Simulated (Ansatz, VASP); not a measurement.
BeS: VASP beside Ansatz

```xyz
2
Lattice="0.0000 2.3173 2.3173 2.3173 0.0000 2.3173 2.3173 2.3173 0.0000" Properties=species:S:1:pos:R:3 pbc="T T T"
Be    0.0000    0.0000    0.0000
S     2.3173    2.3173    2.3173
```

Alike in both runs: task single point; functional HSE06; k mesh 6 × 6 × 6; no spin polarisation.

|  | VASP | Ansatz |
| --- | --- | --- |
| version | VASP 6.6.1 | Ansatz 0.2.0 |
| potentials or method | VASP PAW PBE potentials, release 64 (Be, S) | plane waves, PAW |
| plane-wave cutoff (eV) | 520 | 420 |
| occupations | gaussian, width 0.01 eV | fixed |
| valence electrons in the cell | 8 | 8 |

VASP gave:

- gap on the k mesh at the Fermi level (eV): 1.74
- pressure (GPa): -2.0

**Question.** Estimate Ansatz's values.

**Answer.** gap on the k mesh at the Fermi level (eV): 1.75; pressure (GPa): -1.7.

Ansatz's warnings: stress exchange threshold loose, stress scf threshold loose.
